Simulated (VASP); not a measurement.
Wanted: the native input for a VASP 6.6.1 run.

```
Task                   : relaxation of cell and atoms
Functional             : PBEsol
Potentials or basis    : VASP PAW PBE potentials, release 64 (In_d, Se)
Cutoff                 : 600 eV
k mesh                 : 10 × 10 × 10
Occupations            : gaussian, width 0.1 eV
Spin                   : no spin polarisation
Dipole correction      : no
Further INCAR settings : ALGO = Normal; EDIFF = 1e-06; IBRION = 2; EDIFFG = -0.01; NSW = 80; ISIF = 3
```

The structure of In3Se lies in POSCAR:

```
In3Se
1.0
    4.8037580000      0.0000000000      0.0000000000
    0.0000000000      4.8037580000      0.0000000000
    0.0000000000      0.0000000000      4.8037580000
In Se
3 1
Direct
    0.0000000000      0.5000000000      0.5000000000
    0.5000000000      0.0000000000      0.5000000000
    0.5000000000      0.5000000000      0.0000000000
    0.0000000000      0.0000000000      0.0000000000
```

One way to write it, as run:

INCAR

```
PREC = Accurate ; ENCUT = 600
EDIFF = 1E-6 ; ISMEAR = 0
SIGMA = 0.1 ; LREAL = False
LASPH = True ; NELM = 80
ALGO = Normal ; ISIF = 3
LWAVE = False ; LCHARG = False
GGA = PS ; IBRION = 2
NSW = 80 ; EDIFFG = -0.01
```

KPOINTS

```
Automatic mesh
0
Gamma
  10 10 10
```

Potentials or basis: VASP PAW PBE potentials, release 64 (In_d, Se).

The run is started by

```console
$ cat potpaw_PBE.64/In_d/POTCAR potpaw_PBE.64/Se/POTCAR > POTCAR
$ mpirun -np 1 vasp_std > vasp.out
```

Results of the run:

```
Relaxed volume                        : 25.48 Å³/atom
Relaxed cell                          : a = 4.671 Å, b = 4.671 Å, c = 4.671 Å, α = 90.00°, β = 90.00°, γ = 90.00°
Space group after relaxing (to 0.1 Å) : Pm-3m (No. 221)
Energy gained by relaxing             : 22.7 meV/atom
Ionic steps                           : 3
Pressure after relaxing               : 0.0 GPa
Band gap on the k mesh                : zero (an odd number of electrons rules out a gap without spin polarisation)
```

Caveat: the PAW data sets were made with another functional, which shifts forces and pressure a little; spin-orbit coupling is left out, which moves the levels of the heavy elements.

Wall time 2.4 min on 1 thread of Intel(R) Xeon(R) 6975P-C (Granite Rapids), on a shared host, peak memory 0.37 GiB.
